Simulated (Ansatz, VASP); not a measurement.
SnAs2 in VASP and in Ansatz

```
Sn As
1.0
     0.00000    3.58681    3.58681
     3.58681    0.00000    3.58681
     3.58681    3.58681    0.00000
Sn As
1 2
Direct
  0.00000 0.00000 0.00000
  0.25000 0.25000 0.25000
  0.75000 0.75000 0.75000
```

Change from the starting cell: species swapped into the Mg2Ge type (Fm-3m, No. 225).

Alike in both runs: task single point; functional PBE; k mesh 4 × 4 × 4; occupations gaussian, width 0.1 eV; no spin polarisation.

```csv
,VASP,Ansatz
version,VASP 6.6.1,Ansatz 0.2.0
potentials or method,"VASP PAW PBE potentials, release 64 (Sn_d, As), cutoff 520 eV","scalar-relativistic, plane waves, PAW"
valence electrons in the cell,24,44
```

|  | VASP | Ansatz | Ansatz less VASP |
| --- | --- | --- | --- |
| gap on the k mesh at the Fermi level (eV) | none | none | - |
| pressure (GPa) | -6.6 | -6.6 | 0.00 |

A gap of «none» marks a metal or a gap that the smearing closes. VASP's potentials hold 24 valence electrons a cell and Ansatz's 44, so a difference there can come from the potentials and not from the codes.

The k mesh is coarse, so the values compare programs but aren't converged.
